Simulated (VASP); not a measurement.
# Os (Im-3m) in VASP: further runs

Runs on Os. Level: PBE. Tasks: single point.

All numbers are computed with VASP 6.6.1; they aren't measurements. Logs are shortened: lines on timing, memory, paths and dates and some standing lists are left out, and cuts for length are marked.

**1. The cell of the first run**

The structure is cubic, space group Im-3m (No. 229). Conventional cell: a = 3.008 Å, b = 3.008 Å, c = 3.008 Å, α = 90.00°, β = 90.00°, γ = 90.00°. Within 3.4 Å of Os (site symmetry m-3m) lie 14 Os at 2.60 to 3.01 Å.

**2. Single point, PBE (volume scaled by 0.92)**

Input file INCAR:

```
PREC = Accurate
ENCUT = 520
EDIFF = 1E-6
ISMEAR = -1
SIGMA = 0.1
LREAL = False
LASPH = True
NELM = 80
ALGO = Normal
ISIF = 2
LWAVE = False
LCHARG = True
GGA = PE
LELF = True
LVHAR = True
NBANDS = 10
```

Input file KPOINTS:

```
Automatic mesh
0
Gamma
  16 16 16
```

Input file POSCAR:

```
Os
1.0
   -1.5039405791      1.5039405791      1.5039405791
    1.5039405791     -1.5039405791      1.5039405791
    1.5039405791      1.5039405791     -1.5039405791
Os
1
Direct
    0.0000000000      0.0000000000      0.0000000000
```

Potentials or basis: VASP PAW PBE potentials, release 64 (Os).

On the command line:

```bash
$ cat potpaw_PBE.64/Os/POTCAR > POTCAR
$ mpirun -np 1 vasp_std > vasp.out
```

OUTCAR:

```text
PREC = Accurate
   ENCUT = 520
   EDIFF = 1E-6
   ISMEAR = -1
   LREAL = False
   LASPH = True
   NELM = 80
   ISIF = 2
   GGA = PE

 ion  position               nearest neighbor table
   1  0.000  0.000  0.000-

  LATTYP: Found a body centered cubic cell.
 ALAT       =     3.0078811582

  Lattice vectors:

 A1 = (  -1.5039405791,   1.5039405791,   1.5039405791)
 A2 = (   1.5039405791,  -1.5039405791,   1.5039405791)
 A3 = (   1.5039405791,   1.5039405791,  -1.5039405791)

Analysis of symmetry for initial positions (statically):
=====================================================================
 Subroutine PRICEL returns:
 Original cell was already a primitive cell.

 Routine SETGRP: Setting up the symmetry group for a
 body centered cubic supercell.

 Subroutine GETGRP returns: Found 48 space group operations
 (whereof 48 operations were pure point group operations)
 out of a pool of 48 trial point group operations.

The static configuration has the point symmetry O_h .

Analysis of symmetry for dynamics (positions and initial velocities):
=====================================================================
 Subroutine PRICEL returns:
 Original cell was already a primitive cell.

 Routine SETGRP: Setting up the symmetry group for a
 body centered cubic supercell.

 Subroutine GETGRP returns: Found 48 space group operations
 (whereof 48 operations were pure point group operations)
 out of a pool of 48 trial point group operations.

The dynamic configuration has the point symmetry O_h .

 Subroutine INISYM returns: Found 48 space group operations
 (whereof 48 operations are pure point group operations),
 and found     1 'primitive' translations

----------------------------------------------------------------------------------------

                                     Primitive cell

  volume of cell :      13.6067

  direct lattice vectors                    reciprocal lattice vectors
    -1.503940579  1.503940579  1.503940579     0.000000000  0.332459944  0.332459944
     1.503940579 -1.503940579  1.503940579     0.332459944  0.000000000  0.332459944
     1.503940579  1.503940579 -1.503940579     0.332459944  0.332459944  0.000000000

  length of vectors
     2.604901495  2.604901495  2.604901495     0.470169361  0.470169361  0.470169361

  position of ions in fractional coordinates (direct lattice)
     0.000000000  0.000000000  0.000000000

  ion indices of the primitive-cell ions
   primitive index   ion index
                 1           1

----------------------------------------------------------------------------------------

 KPOINTS: Automatic mesh

Automatic generation of k-mesh.
 Grid dimensions read from file:
 generate k-points for:   16   16   16

 Generating k-lattice:

  Cartesian coordinates                     Fractional coordinates (reciprocal lattice)
     0.000000000  0.020778746  0.020778746     0.062500000  0.000000000  0.000000000
     0.020778746  0.000000000  0.020778746     0.000000000  0.062500000  0.000000000
     0.020778746  0.020778746  0.000000000     0.000000000  0.000000000  0.062500000

  Length of vectors
     0.029385585  0.029385585  0.029385585

  Shift w.r.t. Gamma in fractional coordinates (k-lattice)
     0.000000000  0.000000000  0.000000000

 Subroutine IBZKPT returns following result:
 ===========================================

 Found    145 irreducible k-points:

 Following reciprocal coordinates:
            Coordinates               Weight
  0.000000  0.000000  0.000000      1.000000
  0.062500  0.000000  0.000000     12.000000
  0.125000  0.000000  0.000000     12.000000
  0.187500  0.000000  0.000000     12.000000
  0.250000  0.000000  0.000000     12.000000
  0.312500  0.000000  0.000000     12.000000
[... 16 lines left out ...]
  0.187500  0.187500  0.000000     24.000000
  0.250000  0.187500  0.000000     48.000000
 [... further k-points ...]
   k-points           NKPTS =    145   k-points in BZ     NKDIM =    145   number of bands    NBANDS=     10
   number of dos      NEDOS =    301   number of ions     NIONS =      1
   total plane-waves  NPLWV =   8000
   dimension x,y,z NGX =    20 NGY =   20 NGZ =   20
   dimension x,y,z NGXF=    40 NGYF=   40 NGZF=   40
   ions per type =               1
   NGX,Y,Z   is equivalent  to a cutoff of  12.76, 12.76, 12.76 a.u.
   NGXF,Y,Z  is equivalent  to a cutoff of  25.53, 25.53, 25.53 a.u.
 SYSTEM =  unknown system
   PREC   = accura    normal or accurate (medium, high low for compatibility)
   ISTART =      0    job   : 0-new  1-cont  2-samecut
   ICHARG =      2    charge: 1-file 2-atom 10-const
   ISPIN  =      1    spin polarized calculation?
   LNONCOLLINEAR =      F non collinear calculations
   LSORBIT =      F    spin-orbit coupling
   LASPH  =      T    aspherical Exc in radial PAW
   ENCUT  =  520.0 eV  38.22 Ry    6.18 a.u.   4.84  4.84  4.84*2*pi/ulx,y,z
   NELM   =     80;   NELMIN=  2; NELMDL= -5     # of ELM steps
   EDIFF  = 0.1E-05   stopping-criterion for ELM
   LREAL  =      F    real-space projection
   EDIFFG = 0.1E-04   stopping-criterion for IOM
   NSW    =      0    number of steps for IOM
   IBRION =     -1    ionic relax: 0-MD 1-quasi-New 2-CG
   NFREE  =      0    steps in history (QN), initial steepest desc. (CG)
   ISIF   =      2    stress and relaxation
   ISYM   =      2    0-nonsym 1-usesym 2-fastsym
   POTIM  = 0.5000    time-step for ionic-motion
   TEBEG  =    0.0;   TEEND  =   0.0 temperature during run
   PSTRESS=    0.0 pullay stress
   NELECT =       8.0000    total number of electrons
   NUPDOWN=      -1.0000    fix difference up-down
   EMIN   =  10.00;   EMAX   =-10.00  energy-range for DOS
   EFERMI =   0.00;   METHOD = LEGACY
   ISMEAR =    -1;   SIGMA  =   0.10  broadening in eV -4-tet -1-fermi 0-gaus
   EFERMI_NEDOS =   21; number of points for ismear=-14 and -15
   IALGO  =     38    algorithm
   IMIX   =      4    mixing-type and parameters
     AMIX     =   0.40;   BMIX     =  1.00
     AMIX_MAG =   1.60;   BMIX_MAG =  1.00
  volume/ion in A,a.u.               =      13.61        91.82
  Fermi-wavevector in a.u.,A,eV,Ry     =   1.371474  2.591710 25.591744  1.880940
  Thomas-Fermi vector in A             =   2.497167
   LORBIT       =      0    0 simple, 1 ext, 2 COOP (PROOUT), +10 PAW based schemes
   GGA     = PE    functional components
   LHFCALC =     F    Hartree Fock is set to
   AEXX    =    0.0000 exact exchange contribution
   IVDW    =     0    specifies the selected vdW correction
   LEPSILON=     F    determine dielectric tensor
   LRPA    =     F    only Hartree local field effects (RPA)
 non-spin polarized calculation
  energy-cutoff  :      520.00
  volume of cell :       13.61
 maximum number of plane-waves:       378
   NGX =  9   NGY =  9   NGZ =  9

 number of electron       8.0000000 magnetization

 Free energy of the ion-electron system (eV)
  ---------------------------------------------------
  ext. energy  EPLUGINS =         0.00000000
  ---------------------------------------------------
  free energy    TOTEN  =       -10.25713008 eV

  energy without entropy =      -10.21189583  energy(sigma->0) =      -10.23451295

 E-fermi :  10.2272     XC(G=0): -14.2045

 val. band max:       10.2248881664   @ k =   0.1250   0.1250   0.0625
 cond. band min:      10.2448040910   @ k =   0.1250   0.0625   0.0000
 fundamental gap:      0.0199159246
 Fermi energy:        10.2271680927

 k-point     1 :       0.0000    0.0000    0.0000
  band No.  band energies     occupation
      1      -1.3026      2.00000
      2       6.5470      2.00000
      3       6.5470      2.00000
      4       6.5470      2.00000
      5      10.1118      1.52047
      6      10.1118      1.52047
      7      26.4581      0.00000
      8      26.4581      0.00000
      9      26.4581      0.00000
     10      39.2619      0.00000

 k-point     2 :       0.0625    0.0000    0.0000
  band No.  band energies     occupation
      1      -1.1023      2.00000
      2       6.4405      2.00000
      3       6.5344      2.00000
      4       6.7367      2.00000
      5       9.9547      1.87695
      6      10.1177      1.49857
      7      26.6064      0.00000
      8      26.7894      0.00000
      9      26.8576      0.00000
     10      37.3874      0.00000

 k-point     3 :       0.1250    0.0000    0.0000
  band No.  band energies     occupation
      1      -0.5298      2.00000
      2       6.1491      2.00000
      3       6.4671      2.00000
      4       7.2970      2.00000
      5       9.6299      1.99492
      6      10.1429      1.39817
      7      26.9235      0.00000
      8      27.7513      0.00000
      9      27.7846      0.00000
     10      35.1146      0.00000

 k-point     4 :       0.1875    0.0000    0.0000
  band No.  band energies     occupation
      1       0.3138      2.00000
      2       5.7417      2.00000
      3       6.3229      2.00000
      4       8.1994      2.00000
      5       9.4271      1.99933
      6      10.2040      1.11516
      7      26.9494      0.00000
      8      28.2849      0.00000
      9      29.2618      0.00000
     10      33.8428      0.00000

 k-point     5 :       0.2500    0.0000    0.0000
  band No.  band energies     occupation
      1       1.2039      2.00000
      2       5.2983      2.00000
      3       6.2852      2.00000
      4       9.3902      1.99954
      5       9.4882      1.99877
      6      10.3147      0.58810
      7      26.1861      0.00000
      8      27.1562      0.00000
      9      31.2133      0.00000
     10      34.1545      0.00000

 k-point     6 :       0.3125    0.0000    0.0000
  band No.  band energies     occupation
      1       1.7894      2.00000
      2       4.8881      2.00000
      3       6.7583      2.00000
      4       9.7379      1.98511
      5      10.4722      0.15880
      6      10.7768      0.00817
      7      24.9478      0.00000
      8      24.9634      0.00000
      9      33.2221      0.00000
     10      33.4797      0.00000
[... 183 lines left out ...]
 k-point    21 :       0.3750    0.1250    0.0000
  band No.  band energies     occupation
      1       2.4214      2.00000
      2       4.5096      2.00000
      3       7.8116      2.00000
      4       9.8882      1.93473
      5      11.2179      0.00010
      6      14.6313      0.00000
      7      20.3053      0.00000
      8      23.7724      0.00000
      9      27.5704      0.00000
     10      34.9330      0.00000

 k-point    22 :       0.4375    0.1250    0.0000
  band No.  band energies     occupation
      1       2.3764      2.00000
      2       4.4505      2.00000
      3       8.2370      2.00000
      4       9.8602      1.95028
      5      11.4560      0.00001
      6      15.2054      0.00000
      7      19.4755      0.00000
      8      23.4677      0.00000
      9      27.1050      0.00000
     10      34.9484      0.00000

 k-point    23 :       0.1875    0.1875    0.0000
  band No.  band energies     occupation
      1       2.4995      2.00000
      2       5.1561      2.00000
      3       5.5203      2.00000
      4       9.2045      1.99993
      5      10.7827      0.00771
      6      11.7884      0.00000
      7      24.5813      0.00000
      8      26.9695      0.00000
      9      29.5846      0.00000
     10      30.9181      0.00000

 k-point    24 :       0.2500    0.1875    0.0000
  band No.  band energies     occupation
      1       2.9514      2.00000
      2       4.8785      2.00000
      3       5.9103      2.00000
      4       9.4553      1.99911
      5      10.8915      0.00260
      6      13.4804      0.00000
      7      22.6613      0.00000
      8      25.7216      0.00000
      9      28.1861      0.00000
     10      32.0854      0.00000

 [... further k-points ...]

------------------------ aborting loop because EDIFF is reached ----------------------------------------

  FORCE on cell =-STRESS in cart. coord.  units (eV):
  Direction    XX          YY          ZZ          XY          YZ          ZX
  --------------------------------------------------------------------------------------
  -------------------------------------------------------------------------------------
  Total        3.1102255      3.1102255      3.1102255     -0.0000000      0.0000000     -0.0000000
  in kB      366.2270690    366.2270690    366.2270690     -0.0000000      0.0000000     -0.0000000
  external PRESSURE =     366.2270690 kB  Pullay stress =       0.0000000 kB

 VOLUME and BASIS-vectors are now :
 -----------------------------------------------------------------------------
  energy-cutoff  :      520.00
  volume of cell :       13.61
      direct lattice vectors                 reciprocal lattice vectors
    -1.503940579  1.503940579  1.503940579     0.000000000  0.332459944  0.332459944
     1.503940579 -1.503940579  1.503940579     0.332459944  0.000000000  0.332459944
     1.503940579  1.503940579 -1.503940579     0.332459944  0.332459944  0.000000000

 POSITION                                       TOTAL-FORCE (eV/Angst)
 -----------------------------------------------------------------------------------
      0.00000      0.00000      0.00000        -0.000000     -0.000000     -0.000000
 -----------------------------------------------------------------------------------
    total drift:                                0.000000     -0.000000      0.000000

  FREE ENERGIE OF THE ION-ELECTRON SYSTEM (eV)
  ---------------------------------------------------
  free  energy   TOTEN  =       -10.2571300760 eV

  energy  without entropy=      -10.2118958311  energy(sigma->0) =      -10.23451295
```

It took 31 s on 1 thread of AMD EPYC 7R13, shared host; peak memory 0.11 GiB.

Results:

```
Free energy            : -10.2571 eV
Pressure               : 36.6 GPa
Band gap on the k mesh : zero (band 4 reaches 12.88 eV, above the bottom of band 5 at 7.99 eV)
```

Caveat: the cell differs from its parent crystal (volume scaled by 0.92); spin-orbit coupling is left out, which moves the levels of the heavy elements.

**3. Single point, PBE (volume scaled by 0.96)**

Input file INCAR:

```
SYSTEM = Os
PREC     = Accurate       ! precision mode
ENCUT    = 520            ! plane-wave cutoff, eV
EDIFF    = 1E-6           ! SCF threshold, eV
ISMEAR   = -1             ! smearing method
SIGMA    = 0.1            ! smearing width, eV
LREAL    = .False.        ! projectors in reciprocal space
LASPH    = .True.         ! aspherical terms in the spheres
NELM     = 80             ! most SCF steps
ALGO     = Normal         ! electronic algorithm
ISIF     = 2              ! what is computed and relaxed
LWAVE    = .False.        ! write WAVECAR
LCHARG   = .False.        ! write CHGCAR
GGA      = PE             ! functional
NBANDS   = 10             ! bands
```

Input file KPOINTS:

```
Automatic mesh
0
Gamma
  16 16 16
  0 0 0
```

Input file POSCAR:

```
Os
1.0
   -1.5254283476      1.5254283476      1.5254283476
    1.5254283476     -1.5254283476      1.5254283476
    1.5254283476      1.5254283476     -1.5254283476
Os
1
Direct
    0.0000000000      0.0000000000      0.0000000000
```

Potentials or basis: VASP PAW PBE potentials, release 64 (Os).

On the command line:

```bash
$ cat potpaw_PBE.64/Os/POTCAR > POTCAR
$ mpirun -np 1 vasp_std > vasp.out
```

It took 34 s on 1 thread of AMD EPYC 7R13, shared host; peak memory 0.11 GiB.

The run converged. Its results:

- Free energy: -10.3536 eV
- Pressure: 16.2 GPa
- Band gap on the k mesh: zero (band 4 reaches 12.03 eV, above the bottom of band 5 at 7.46 eV)

Levels at points of the mesh, in eV from the Fermi level:
```csv
k point,band 1,band 2,band 3,band 4,band 5,band 6,band 7,band 8,band 9
"(0.00, 0.00, 0.00)",-11.12,-3.46,-3.46,-3.46,-0.09,-0.09,16.21,16.21,16.21
"(0.50, 0.00, 0.00)",-7.95,-5.59,-0.24,-0.23,0.57,3.33,9.23,12.45,17.28
"(0.50, 0.50, 0.50)",-7.56,-7.56,2.47,2.47,2.47,7.96,7.96,7.96,15.73
```

Caveat: the cell differs from its parent crystal (volume scaled by 0.96); spin-orbit coupling is left out, which moves the levels of the heavy elements.

**4. Single point, PBE**

This run uses another cell than the first one, of 14.79 Å³/atom, 1.087 times its volume.

Input file INCAR:

```
SYSTEM = Os
  PREC = Accurate
  ENCUT = 520
  EDIFF = 1E-6
  ISMEAR = -1
  SIGMA = 0.1
  LREAL = .FALSE.
  LASPH = .TRUE.
  NELM = 80
  ALGO = Normal
  ISIF = 2
  LWAVE = .FALSE.
  LCHARG = .FALSE.
  GGA = PE
  NBANDS = 10
```

Input file KPOINTS:

```
regular mesh
0
G
  16 16 16
  0 0 0
```

Input file POSCAR:

```
Os
1.0
   -1.5463272233      1.5463272233      1.5463272233
    1.5463272233     -1.5463272233      1.5463272233
    1.5463272233      1.5463272233     -1.5463272233
Os
1
Direct
    0.0000000000      0.0000000000      0.0000000000
```

On the command line:

```bash
$ cat potpaw_PBE.64/Os/POTCAR > POTCAR
$ mpirun -np 1 vasp_std > vasp.out
```

Wall time 38 s (1 thread of AMD EPYC 7R13, shared host); peak memory 0.11 GiB.

The run converged. Its results:

```
Free energy            : -10.3830 eV
Pressure               : 0.1 GPa
Band gap on the k mesh : zero (band 4 reaches 11.25 eV, above the bottom of band 5 at 6.96 eV)
```

Levels at points of the mesh, in eV from the Fermi level:
| k point | band 1 | band 2 | band 3 | band 4 | band 5 | band 6 | band 7 | band 8 | band 9 |
| --- | --- | --- | --- | --- | --- | --- | --- | --- | --- |
| (0.00, 0.00, 0.00) | -10.73 | -3.27 | -3.27 | -3.27 | -0.08 | -0.08 | 16.18 | 16.18 | 16.18 |
| (0.50, 0.00, 0.00) | -7.54 | -5.26 | -0.22 | -0.21 | 0.53 | 3.11 | 8.69 | 12.42 | 16.79 |
| (0.50, 0.50, 0.50) | -7.11 | -7.11 | 2.31 | 2.31 | 2.31 | 7.76 | 7.76 | 7.76 | 15.01 |

Caveat: spin-orbit coupling is left out, which moves the levels of the heavy elements.

**5. Summary**

| cell | gap on the mesh (eV) | pressure (GPa) |
| --- | --- | --- |
| a = 2.605 Å, angles 109.5°, 1 atom | none | 36.6 |
| a = 2.642 Å, angles 109.5°, 1 atom | none | 16.2 |
| a = 2.678 Å, angles 109.5°, 1 atom | none | 0.1 |

Alike in all rows: task single point; level PBE; potentials or basis VASP PAW PBE potentials, release 64 (Os); no spin polarisation; k mesh 16 × 16 × 16; cutoff (eV) 520; smearing fermi-dirac 0.1 eV.

Caveats: spin-orbit coupling is left out, which moves the levels of the heavy elements.

Absolute energies hang on the potentials; compare differences alone.
